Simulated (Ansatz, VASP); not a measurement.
# Two plane-wave programs on C

```xyz
4
Lattice="2.4588 0.0000 0.0000 -1.2294 2.1294 0.0000 0.0000 0.0000 7.1913" Properties=species:S:1:pos:R:3 pbc="T T T"
C     0.0000    0.0000    1.7978
C     0.0000    0.0000    5.3935
C     0.0000    1.4196    1.7978
C     1.2294    0.7098    5.3935
```

Alike in both runs: functional PBEsol; k mesh 20 × 20 × 6; occupations gaussian, width 0.05 eV; no spin polarisation.

Ansatz relaxed the structure, and its values are those at the end. VASP's run is a single point on that final structure, the one shown.

```csv
,VASP,Ansatz
version,VASP 6.6.1,Ansatz 0.2.0
potentials or method,"VASP PAW PBE potentials, release 64 (C), cutoff 520 eV","scalar-relativistic, plane waves, PAW"
valence electrons in the cell,16,16
```

|  | VASP | Ansatz | Ansatz less VASP |
| --- | --- | --- | --- |
| gap on the k mesh at the Fermi level (eV) | 0.65 | 0.65 | 0.000 |
| least direct gap on the mesh (eV) | 0.65 | 0.65 | 0.000 |
| pressure (GPa) | 0.7 | 0.0 | -0.62 |

VASP's potentials were made for PBE, not for PBEsol. The functional is the same, so the differences come from potentials, cutoffs and numerics.
